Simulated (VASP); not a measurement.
# NaOs2 in VASP: a series of runs

The runs below take NaOs2 through single point, with PBE.

Program: VASP 6.6.1. These are calculated values, not measurements. Logs are shortened: lines on timing, memory, paths and dates and some standing lists are left out, and cuts for length are marked.

### 1 The cell of the first run

Symmetry: P-3m1, No. 164, trigonal system. The conventional cell has a = 2.760 Å, b = 2.760 Å, c = 7.580 Å, α = 90.00°, β = 90.00°, γ = 120.00°. Na (site symmetry -3m) has 6 Na at 2.76 Å and 6 Os at 3.20 Å within 3.6 Å. Within 3.4 Å of Os (site symmetry 3m) lie 9 Os at 2.59 to 2.76 Å and 3 Na at 3.20 Å.

### 2 Single point, PBE

The input, INCAR:

```
SYSTEM = NaOs2
ALGO = Fast
EDIFF = 1E-6
ENCUT = 520
GGA = PE
ISIF = 2
ISMEAR = 0
LASPH = .True.
LCHARG = .False.
LREAL = .False.
LWAVE = .False.
NBANDS = 32
NELM = 60
PREC = Accurate
SIGMA = 0.2
```

The input, KPOINTS:

```
k-points
0
Gamma
  8 4 4
  0 0 0
```

The input, POSCAR:

```
NaOs2
1.0
    1.3802039266     -2.3905833258      0.0000000000
   -4.1406117799     -2.3905833258      0.0000000000
    0.0000000000      0.0000000000     -7.5798088748
Na Os
2 4
Direct
    1.0000000000      1.0000000000      1.0000000000
    0.5000000000      0.5000000000      1.0000000000
    0.5000000000      0.8333333333      0.3657294678
    1.0000000000      0.3333333333      0.3657294678
    1.0000000000      0.6666666667      0.6342705322
    0.5000000000      0.1666666667      0.6342705322
```

Potentials or basis: VASP PAW PBE potentials, release 64 (Na_pv, Os).

Started as:

```sh
> cat potpaw_PBE.64/Na_pv/POTCAR potpaw_PBE.64/Os/POTCAR > POTCAR
> mpirun -np 1 vasp_std > vasp.out
```

OUTCAR:

```text
SYSTEM = NaOs2
   EDIFF = 1E-6
   ENCUT = 520
   GGA = PE
   ISIF = 2
   ISMEAR = 0
   LASPH = .True.
   LREAL = .False.
   NELM = 60
   PREC = Accurate

 ion  position               nearest neighbor table
   1  0.000  0.000  0.000-   2 2.76   2 2.76   2 2.76   2 2.76
   2  0.500  0.500  0.000-   1 2.76   1 2.76   1 2.76   1 2.76
   3  0.500  0.833  0.366-   5 2.59   5 2.59   6 2.59   4 2.76   4 2.76   4 2.76   4 2.76
   4  0.000  0.333  0.366-   6 2.59   6 2.59   5 2.59   3 2.76   3 2.76   3 2.76   3 2.76
   5  0.000  0.667  0.634-   3 2.59   3 2.59   4 2.59   6 2.76   6 2.76   6 2.76   6 2.76
   6  0.500  0.167  0.634-   4 2.59   4 2.59   3 2.59   5 2.76   5 2.76   5 2.76   5 2.76

  LATTYP: Found a simple orthorhombic cell.
 ALAT       =     2.7604078533
 B/A-ratio  =     1.7320508076
 C/A-ratio  =     2.7459017934

  Lattice vectors:

 A1 = (   1.3802039266,  -2.3905833258,   0.0000000000)
 A2 = (  -4.1406117799,  -2.3905833258,   0.0000000000)
 A3 = (   0.0000000000,   0.0000000000,  -7.5798088748)

Analysis of symmetry for initial positions (statically):
=====================================================================
 Subroutine PRICEL returns following result:

  LATTYP: Found a hexagonal cell.
 ALAT       =     2.7604078533
 C/A-ratio  =     2.7459017934

  Lattice vectors:

 A1 = (  -1.3802039266,   2.3905833258,   0.0000000000)
 A2 = (   2.7604078533,   0.0000000000,   0.0000000000)
 A3 = (   0.0000000000,   0.0000000000,  -7.5798088748)

   2 primitive cells build up your supercell.

 Routine SETGRP: Setting up the symmetry group for a
 simple orthorhombic supercell.

 Subroutine GETGRP returns: Found  4 space group operations
 (whereof  4 operations were pure point group operations)
 out of a pool of  8 trial point group operations.

The static configuration has the point symmetry C_2h.

Analysis of symmetry for dynamics (positions and initial velocities):
=====================================================================
 Subroutine PRICEL returns following result:

  LATTYP: Found a hexagonal cell.
 ALAT       =     2.7604078533
 C/A-ratio  =     2.7459017934

  Lattice vectors:

 A1 = (  -1.3802039266,   2.3905833258,   0.0000000000)
 A2 = (   2.7604078533,   0.0000000000,   0.0000000000)
 A3 = (   0.0000000000,   0.0000000000,  -7.5798088748)

   2 primitive cells build up your supercell.

 Routine SETGRP: Setting up the symmetry group for a
 simple orthorhombic supercell.

 Subroutine GETGRP returns: Found  4 space group operations
 (whereof  4 operations were pure point group operations)
 out of a pool of  8 trial point group operations.

The dynamic configuration has the point symmetry C_2h.

 Subroutine INISYM returns: Found  4 space group operations
 (whereof  4 operations are pure point group operations),
 and found     2 'primitive' translations

----------------------------------------------------------------------------------------

                                     Primitive cell

  volume of cell :      50.0190

  direct lattice vectors                    reciprocal lattice vectors
    -1.380203927  2.390583326  0.000000000     0.000000000  0.418307946  0.000000000
     2.760407853  0.000000000  0.000000000     0.362265308  0.209153973  0.000000000
     0.000000000  0.000000000 -7.579808875     0.000000000  0.000000000 -0.131929448

  length of vectors
     2.760407853  2.760407853  7.579808875     0.418307946  0.418307946  0.131929448

  position of ions in fractional coordinates (direct lattice)
     0.000000000  0.000000000  0.000000000
     0.666666667  0.333333333  0.365729468
     0.333333333  0.666666667  0.634270532

  ion indices of the primitive-cell ions
   primitive index   ion index
                 1           1
                 2           4
                 3           5

----------------------------------------------------------------------------------------

 KPOINTS: k-points

Automatic generation of k-mesh.
 Grid dimensions read from file:
 generate k-points for:    8    4    4

 Generating k-lattice:

  Cartesian coordinates                     Fractional coordinates (reciprocal lattice)
     0.022641582 -0.039216370  0.000000000     0.125000000 -0.000000000  0.000000000
    -0.045283163 -0.026144247  0.000000000    -0.000000000  0.250000000  0.000000000
     0.000000000  0.000000000 -0.032982362     0.000000000  0.000000000  0.250000000

  Length of vectors
     0.045283163  0.052288493  0.032982362

  Shift w.r.t. Gamma in fractional coordinates (k-lattice)
     0.000000000  0.000000000  0.000000000

 Subroutine IBZKPT returns following result:
 ===========================================

 Found     50 irreducible k-points:

 Following reciprocal coordinates:
            Coordinates               Weight
  0.000000  0.000000  0.000000      1.000000
  0.125000 -0.000000  0.000000      2.000000
  0.250000 -0.000000  0.000000      2.000000
  0.375000 -0.000000  0.000000      2.000000
  0.500000 -0.000000  0.000000      1.000000
 -0.000000  0.250000  0.000000      2.000000
[... 16 lines left out ...]
  0.125000  0.250000  0.250000      4.000000
 -0.125000  0.250000 -0.250000      4.000000
 [... further k-points ...]
   k-points           NKPTS =     50   k-points in BZ     NKDIM =     50   number of bands    NBANDS=     32
   number of dos      NEDOS =    301   number of ions     NIONS =      6
   total plane-waves  NPLWV =  48384
   dimension x,y,z NGX =    24 NGY =   36 NGZ =   56
   dimension x,y,z NGXF=    48 NGYF=   72 NGZF=  112
   ions per type =               2   4
   NGX,Y,Z   is equivalent  to a cutoff of  14.45, 12.52, 12.28 a.u.
   NGXF,Y,Z  is equivalent  to a cutoff of  28.91, 25.04, 24.56 a.u.
 SYSTEM =  NaOs2
   PREC   = accura    normal or accurate (medium, high low for compatibility)
   ISTART =      0    job   : 0-new  1-cont  2-samecut
   ICHARG =      2    charge: 1-file 2-atom 10-const
   ISPIN  =      1    spin polarized calculation?
   LNONCOLLINEAR =      F non collinear calculations
   LSORBIT =      F    spin-orbit coupling
   LASPH  =      T    aspherical Exc in radial PAW
   ENCUT  =  520.0 eV  38.22 Ry    6.18 a.u.   5.13  8.89 14.09*2*pi/ulx,y,z
   NELM   =     60;   NELMIN=  2; NELMDL= -5     # of ELM steps
   EDIFF  = 0.1E-05   stopping-criterion for ELM
   LREAL  =      F    real-space projection
   EDIFFG = 0.1E-04   stopping-criterion for IOM
   NSW    =      0    number of steps for IOM
   IBRION =     -1    ionic relax: 0-MD 1-quasi-New 2-CG
   NFREE  =      0    steps in history (QN), initial steepest desc. (CG)
   ISIF   =      2    stress and relaxation
   ISYM   =      2    0-nonsym 1-usesym 2-fastsym
   POTIM  = 0.5000    time-step for ionic-motion
   TEBEG  =    0.0;   TEEND  =   0.0 temperature during run
   PSTRESS=    0.0 pullay stress
   NELECT =      46.0000    total number of electrons
   NUPDOWN=      -1.0000    fix difference up-down
   EMIN   =  10.00;   EMAX   =-10.00  energy-range for DOS
   EFERMI =   0.00;   METHOD = LEGACY
   ISMEAR =     0;   SIGMA  =   0.20  broadening in eV -4-tet -1-fermi 0-gaus
   EFERMI_NEDOS =   21; number of points for ismear=-14 and -15
   IALGO  =     68    algorithm
   IMIX   =      4    mixing-type and parameters
     AMIX     =   0.40;   BMIX     =  1.00
     AMIX_MAG =   1.60;   BMIX_MAG =  1.00
  volume/ion in A,a.u.               =      16.67       112.52
  Fermi-wavevector in a.u.,A,eV,Ry     =   1.263588  2.387836 21.723820  1.596656
  Thomas-Fermi vector in A             =   2.396938
   LORBIT       =      0    0 simple, 1 ext, 2 COOP (PROOUT), +10 PAW based schemes
   GGA     = PE    functional components
   LHFCALC =     F    Hartree Fock is set to
   AEXX    =    0.0000 exact exchange contribution
   IVDW    =     0    specifies the selected vdW correction
   LEPSILON=     F    determine dielectric tensor
   LRPA    =     F    only Hartree local field effects (RPA)
 non-spin polarized calculation
 RMM-DIIS sequential band-by-band and
 Gauss-broadening in eV      SIGMA  =   0.20
  energy-cutoff  :      520.00
  volume of cell :      100.04
 maximum number of plane-waves:      2720
 NGX is ok and might be reduce to    24
   NGX = 11   NGY = 17   NGZ = 29

 number of electron      45.9999989 magnetization

 Free energy of the ion-electron system (eV)
  ---------------------------------------------------
  ext. energy  EPLUGINS =         0.00000000
  ---------------------------------------------------
  free energy    TOTEN  =       -44.31145113 eV

  energy without entropy =      -44.19830658  energy(sigma->0) =      -44.25487885

 E-fermi :   6.0012     XC(G=0): -11.5716

 val. band max:        5.9907938788   @ k =   0.3750  -0.0000   0.0000
 cond. band min:       6.0044716893   @ k =   0.3750   0.5000   0.5000
 fundamental gap:      0.0136778105
 Fermi energy:         6.0012258352

 k-point     1 :       0.0000    0.0000    0.0000
  band No.  band energies     occupation
      1     -19.0172      2.00000
      2     -18.6731      2.00000
      3     -18.6294      2.00000
      4     -18.5796      2.00000
      5     -18.5785      2.00000
      6     -18.5461      2.00000
[... 24 lines left out ...]
     31       8.7784      0.00000
     32      10.5386      0.00000

 k-point     2 :       0.1250   -0.0000    0.0000
  band No.  band energies     occupation
      1     -18.9948      2.00000
      2     -18.7147      2.00000
      3     -18.6297      2.00000
      4     -18.6201      2.00000
      5     -18.5895      2.00000
      6     -18.5432      2.00000
[... 24 lines left out ...]
     31      10.0071      0.00000
     32      11.4443      0.00000
[... 733 lines left out ...]
     31       8.7270      0.00000
     32      10.2473      0.00000

 k-point    24 :      -0.1250    0.2500   -0.2500
  band No.  band energies     occupation
      1     -18.9442      2.00000
      2     -18.6953      2.00000
      3     -18.6886      2.00000
      4     -18.6089      2.00000
      5     -18.6042      2.00000
      6     -18.5544      2.00000
[... 24 lines left out ...]
     31       8.7750      0.00000
     32      10.8632      0.00000

 [... further k-points ...]
[... 5 lines left out ...]
  --------------------------------------------------------------------------------------
  -------------------------------------------------------------------------------------
  Total       -0.3523174     -0.3527725      0.4157759      0.0003941      0.0214337      0.0371243
  in kB       -5.6426003     -5.6498885      6.6589311      0.0063117      0.3432759      0.5945711
  external PRESSURE =      -1.5445192 kB  Pullay stress =       0.0000000 kB

 VOLUME and BASIS-vectors are now :
 -----------------------------------------------------------------------------
  energy-cutoff  :      520.00
  volume of cell :      100.04
      direct lattice vectors                 reciprocal lattice vectors
     1.380203927 -2.390583326  0.000000000     0.181132654 -0.313730959  0.000000000
    -4.140611780 -2.390583326  0.000000000    -0.181132654 -0.104576986  0.000000000
     0.000000000  0.000000000 -7.579808875     0.000000000  0.000000000 -0.131929448

 POSITION                                       TOTAL-FORCE (eV/Angst)
 -----------------------------------------------------------------------------------
      0.00000      0.00000      0.00000         0.000000      0.000000      0.000000
     -1.38020     -2.39058      0.00000         0.000000      0.000000      0.000000
     -2.76041     -3.18744     -2.77216         0.011320      0.006536      0.152674
     -1.38020     -0.79686     -2.77216         0.011320      0.006536      0.152674
     -2.76041     -1.59372     -4.80765        -0.011320     -0.006536     -0.152674
     -0.00000     -1.59372     -4.80765        -0.011320     -0.006536     -0.152674
 -----------------------------------------------------------------------------------
    total drift:                                0.000000      0.000000      0.000000

  FREE ENERGIE OF THE ION-ELECTRON SYSTEM (eV)
  ---------------------------------------------------
  free  energy   TOTEN  =       -44.3114511263 eV

  energy  without entropy=      -44.1983065779  energy(sigma->0) =      -44.25487885
```

It took 75 s on 1 thread of Intel Xeon 6975P-C (Granite Rapids), shared host; peak memory 0.29 GiB.

What came out:

```
Free energy            : -44.3115 eV
Pressure               : -0.2 GPa
Largest force          : 0.153 eV/Å
Band gap on the k mesh : zero (bands 23 and 24 overlap by 2.40 eV)
```

Forces in eV/Å, atoms in the order of the input:
```
Na   0.000  0.000  0.000
Na   0.000  0.000  0.000
Os   0.011  0.007  0.153
Os   0.011  0.007  0.153
Os  -0.011 -0.007 -0.153
Os  -0.011 -0.007 -0.153
```

Caveat: spin-orbit coupling is left out, which moves the levels of the heavy elements.

### 3 Single point, PBE

This run uses another cell than the first one, of 16.63 Å³/atom.

The input, INCAR:

```
SYSTEM = NaOs2
  PREC = Accurate
  ENCUT = 520
  EDIFF = 1E-6
  ISMEAR = 0
  SIGMA = 0.2
  LREAL = .FALSE.
  LASPH = .TRUE.
  NELM = 80
  ALGO = Fast
  ISIF = 2
  LWAVE = .FALSE.
  LCHARG = .TRUE.
  GGA = PE
  LELF = .TRUE.
  LVHAR = .TRUE.
  NBANDS = 32
```

The input, KPOINTS:

```
Automatic mesh
0
G
  8 4 4
  0 0 0
```

The input, POSCAR:

```
NaOs2
1.0
    1.3779142883     -2.3876262606      0.0004570401
   -4.1321184232     -2.3866982764     -0.0005385735
   -0.0014470186      0.0008643090     -7.5828890142
Na Os
2 4
Direct
    0.9998953420      1.0000326386      0.9999522100
    0.4999454382      0.5000309737      1.0000512256
    0.4997423063      0.8329572325      0.3650861786
    0.9997491248      0.3329245012      0.3650950773
    1.0003327134      0.6670055360      0.6349078802
    0.5003350753      0.1670491180      0.6349074283
```

Potentials or basis: VASP PAW PBE potentials, release 64 (Na_pv, Os).

Started as:

```sh
> cat potpaw_PBE.64/Na_pv/POTCAR potpaw_PBE.64/Os/POTCAR > POTCAR
> mpirun -np 1 vasp_std > vasp.out
```

Run time: 1.9 min. Hardware: 1 thread of Intel Xeon 6975P-C (Granite Rapids), shared host; peak memory 0.32 GiB.

Results (log left out):

| Quantity | Value |
| --- | --- |
| Free energy | -44.3134 eV |
| Pressure | -0.1 GPa |
| Largest force | 0.003 eV/Å |
| Band gap on the k mesh | zero (bands 23 and 24 overlap by 2.38 eV) |

Forces on the atoms (eV/Å):
```
Na   0.000  0.000  0.000
Na   0.000  0.000  0.000
Os  -0.001 -0.003 -0.001
Os  -0.001 -0.003  0.000
Os   0.000  0.002  0.000
Os   0.001  0.003  0.000
```

Stress tensor (GPa, compression positive):
```
 0.02 -0.01 -0.01
-0.01 -0.04 -0.01
-0.01 -0.01 -0.20
```

Levels at points of the mesh, in eV from the Fermi level:
```
           k point  band 19  band 20  band 21  band 22  band 23  band 24  band 25  band 26  band 27  band 28
(0.00, 0.00, 0.00)    -2.47    -1.73    -1.39    -1.09    -0.15    -0.13     1.21     1.41     1.59     1.60
(0.50, 0.00, 0.00)    -2.35    -2.35    -0.43    -0.43     0.12     0.12     1.15     1.15     3.36     3.36
(0.00, 0.50, 0.00)    -2.14    -2.14    -1.68    -1.68    -0.95    -0.95     0.18     0.18     0.21     0.22
(0.50, 0.50, 0.00)    -1.11    -1.10     1.21     1.21     1.41     1.41     2.14     2.14     2.59     2.59
(0.00, 0.00, 0.50)    -2.47    -1.26    -0.86    -0.32    -0.15    -0.13     0.84     1.21     1.59     1.60
(0.50, 0.00, 0.50)    -2.33    -2.32    -0.08    -0.08    -0.07    -0.07     0.85     0.85     3.09     3.09
(0.00, 0.50, 0.50)    -2.14    -2.14    -1.44    -1.44    -0.95    -0.95    -0.42    -0.42     0.21     0.22
(0.50, 0.50, 0.50)    -0.87    -0.87     0.84     0.84     1.21     1.21     2.14     2.14     2.59     2.59
```

Caveat: spin-orbit coupling is left out, which moves the levels of the heavy elements.
